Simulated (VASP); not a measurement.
Wanted: the native input for a VASP 6.6.1 run.

```
Task                   : single point
Functional             : PBE
Potentials or basis    : VASP PAW PBE potentials, release 64 (Os)
Cutoff                 : 600 eV
k mesh                 : 15 × 15 × 15
Occupations            : fermi-dirac, width 0.1 eV
Spin                   : no spin polarisation
Dipole correction      : no
Further INCAR settings : ALGO = Normal; EDIFF = 1e-06; NBANDS = 10
```

The structure of Os lies in POSCAR:

```
Os
1.0
    0.0000000000      1.9483492200      1.9483492200
    1.9483492200      0.0000000000      1.9483492200
    1.9483492200      1.9483492200      0.0000000000
Os
1
Direct
    0.0000000000      0.0000000000      0.0000000000
```

One way to write it, as run:

INCAR

```
SYSTEM = Os
PREC = Accurate ; ENCUT = 600
EDIFF = 1E-6 ; ISMEAR = -1
SIGMA = 0.1 ; LREAL = .FALSE.
LASPH = .TRUE. ; NELM = 120
ALGO = Normal ; ISIF = 2
LWAVE = .FALSE. ; LCHARG = .FALSE.
GGA = PE ; NBANDS = 10
GGA_COMPAT = .FALSE.
```

KPOINTS

```
regular mesh
0
G
  15 15 15
  0 0 0
```

Potentials or basis: VASP PAW PBE potentials, release 64 (Os).

The run is started by

```bash
$ cat potpaw_PBE.64/Os/POTCAR > POTCAR
$ mpirun -np 1 vasp_std > vasp.out
```

It gave:

```yaml
Pressure: -11.6 GPa
Band_gap_on_the_k_mesh: zero (band 4 reaches 10.71 eV, above the bottom of band 5 at 7.11 eV)
```

Caveat: spin-orbit coupling is left out, which moves the levels of the heavy elements.

Wall time 7.2 s on 1 thread of Intel(R) Xeon(R) 6975P-C (Granite Rapids), on a shared host, peak memory 0.15 GiB.
